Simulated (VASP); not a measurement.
Crystal: LiS3.

```xyz
4
Lattice="-2.7087 2.7087 2.7087 2.7087 -2.7087 2.7087 2.7087 2.7087 -2.7087" Properties=species:S:1:pos:R:3 pbc="T T T"
Li    0.0000    0.0000    0.0000
S     2.7087    0.0000    0.0000
S     0.0000    2.7087    0.0000
S     0.0000    0.0000    2.7087
```

The cell was built from a structure type or drawn by symmetry, and may not be a known phase.

- Program: VASP 6.6.1
- Task: relaxation of cell and atoms
- Functional: PBE
- Potentials or basis: VASP PAW PBE potentials, release 64 (Li_sv, S)
- Cutoff: 600 eV
- k mesh: 4 × 4 × 4
- Occupations: gaussian, width 0.1 eV
- Spin: no spin polarisation

At the start: pressure -9.4 GPa; volume 19.87 Å³/atom.

Problem. Where does the relaxation end?

Solution. Over 3 steps the energy falls by 140.5 meV/atom and the volume is 15.97 Å³/atom (-19.6 %); space group Im-3m (No. 229, to 0.1 Å) before and after.

The path:
```
step  energy change (eV)  largest force (eV/Å)  pressure (GPa)  volume (Å³)
   1              0.0000                0.0000           -9.38        79.49
   2             -0.5303                0.0000           -2.97        66.84
   3             -0.5622                0.0000           -0.39        63.88
```

Final structure:
```yaml
crystal:
  lattice:
    - [-2.51833, 2.51833, 2.51833]
    - [2.51833, -2.51833, 2.51833]
    - [2.51833, 2.51833, -2.51833]
  atoms:
    - { symbol: Li, position: [0.00000, 0.00000, 0.00000] }
    - { symbol: S, position: [0.00000, 0.50000, 0.50000] }
    - { symbol: S, position: [0.50000, 0.00000, 0.50000] }
    - { symbol: S, position: [0.50000, 0.50000, 0.00000] }
```

Caveat: the k points lie up to 0.44 Å⁻¹ apart in the final cell, too coarse for converged energies and pressures of a metal; the cutoff is under 1.25 times the usual one of these potentials, so pressure, stress and relaxed cells hold a basis-set (Pulay) error; the volume moved by over 15 % at a fixed basis, so the end points are rough.
